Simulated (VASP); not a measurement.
Wanted: the native input for a VASP 6.6.1 run.

| Quantity | Value |
| --- | --- |
| Task | single point |
| Functional | HSE06 |
| Potentials or basis | VASP PAW PBE potentials, release 64 (Cd) |
| Cutoff | 520 eV |
| k mesh | 6 × 6 × 6 |
| Occupations | fermi-dirac, width 0.05 eV |
| Spin | no spin polarisation |
| Dipole correction | no |
| Grid for exact exchange (PRECFOCK) | Normal |
| Further INCAR settings | ALGO = Normal; EDIFF = 1e-06; NBANDS = 12 |
| Screening parameter | 0.2079 1/Å |

Cd:

```
Cd
1.0
     0.00000    2.21815    2.21815
     2.21815    0.00000    2.21815
     2.21815    2.21815    0.00000
Cd
1
Direct
  0.00000 0.00000 0.00000
```

One way to write it, as run:

POSCAR

```
Cd
1.0
    0.0000000000      2.2181497500      2.2181497500
    2.2181497500      0.0000000000      2.2181497500
    2.2181497500      2.2181497500      0.0000000000
Cd
1
Direct
    0.0000000000      0.0000000000      0.0000000000
```

INCAR.step1

```
  PREC = Accurate
  ENCUT = 520
  EDIFF = 1E-5
  ISMEAR = -1
  SIGMA = 0.05
  LREAL = F
  LASPH = T
  NELM = 60
  ALGO = Normal
  ISIF = 2
  LWAVE = T
  LCHARG = F
  NBANDS = 12
  GGA = PE
```

INCAR.step2

```
  PREC = Accurate
  ENCUT = 520
  EDIFF = 1E-6
  ISMEAR = -1
  SIGMA = 0.05
  LREAL = F
  LASPH = T
  NELM = 60
  ALGO = Normal
  ISIF = 2
  LWAVE = F
  LCHARG = F
  GGA = PE
  LHFCALC = T
  HFSCREEN = 0.2079
  PRECFOCK = Normal
  NBANDS = 12
  ISTART = 1
```

KPOINTS

```
Automatic mesh
0
Gamma
  6 6 6
```

Potentials or basis: VASP PAW PBE potentials, release 64 (Cd).

Command:

```bash
$ cat potpaw_PBE.64/Cd/POTCAR > POTCAR
$ cp INCAR.step1 INCAR
$ mpirun -np 1 vasp_std > vasp.out
$ cp INCAR.step2 INCAR
$ mpirun -np 1 vasp_std > vasp.out
```

It gave:

```json
{
 "Pressure": "2.3 GPa",
 "Band gap on the k mesh": "zero (band 6 reaches 3.40 eV, above the bottom of band 7 at 1.39 eV)"
}
```

Caveat: the k points lie up to 0.41 Å⁻¹ apart; the PAW data sets were made with another functional, which shifts forces and pressure a little.

It took 14 min on 1 thread of Oxide Virtual Turin-like Processor, on a shared host, peak memory 0.22 GiB.
